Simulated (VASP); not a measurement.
CoO: single point with PBE

Crystal: CoO.

```
CELL_PARAMETERS angstrom
0.00000 2.24997 2.24997
2.24997 0.00000 2.24997
4.49995 4.49995 0.00000
ATOMIC_POSITIONS crystal
Co 0.00000 0.00000 0.00000
Co 0.00000 0.00000 0.50000
O 0.25000 0.25000 0.12500
O 0.25000 0.25000 0.62500
```

```yaml
Program: VASP 6.6.1
Task: single point
Functional: PBE
Potentials_or_basis: VASP PAW PBE potentials, release 64 (Co, O)
Cutoff: 520 eV
k_mesh: 16 × 16 × 8
Occupations: gaussian, width 0.1 eV
Spin: collinear spin, antiferromagnetic start
Starting_moments: "[3.0, -3.0, 0.0, 0.0] μB"
Dipole_correction: no
Further_INCAR_settings: ALGO = Normal; EDIFF = 1e-06; NBANDS = 27
```

| Property | Result |
| --- | --- |
| Pressure | -0.5 GPa |
| Band gap on the k mesh | 0.06 eV |
| Net moment | 0.00 μB per cell |
| Site moments | Co +2.25, -2.25; O +0.15, -0.15 μB |
| Valence electrons inside the program's atomic spheres | Co 8.02; O 4.99 |

Stress tensor (GPa, compression positive):
```
-0.55 -2.53  2.53
-2.53 -0.55  2.53
 2.53  2.53 -0.55
```

Levels at points of the mesh, in eV from the valence-band top:
Spin up:
```csv
k point,band 12,band 13,band 14,band 15,band 16,band 17,band 18,band 19
"(0.00, 0.00, 0.00)",-1.02,-1.02,-0.26,-0.26,0.13,1.59,2.02,2.02
"(0.50, 0.00, 0.00)",-1.69,-1.51,-0.58,-0.55,0.10,0.84,1.18,5.41
"(0.00, 0.00, 0.50)",-1.22,-1.22,0.00,0.00,0.91,2.00,2.00,2.48
"(0.50, 0.00, 0.50)",-1.87,-1.47,-0.47,-0.23,0.07,0.57,1.12,5.85
```
Spin down:
```tsv
k point	band 13	band 14	band 15	band 16	band 17	band 18
(0.00, 0.00, 0.00)	-1.02	-0.26	-0.26	0.13	1.59	2.02
(0.50, 0.00, 0.00)	-1.51	-0.58	-0.55	0.10	0.84	1.18
(0.00, 0.00, 0.50)	-1.22	0.00	0.00	0.91	2.00	2.00
(0.50, 0.00, 0.50)	-1.47	-0.47	-0.23	0.07	0.57	1.12
```

Run time: 5.9 min on 1 thread of Intel(R) Xeon(R) Platinum 8488C (Sapphire Rapids) (shared host), peak memory 0.46 GiB.

Caveat: the smearing spreads over this small gap; semilocal functionals underestimate gaps, and a narrow one can read as zero. A k mesh can miss the band edges.
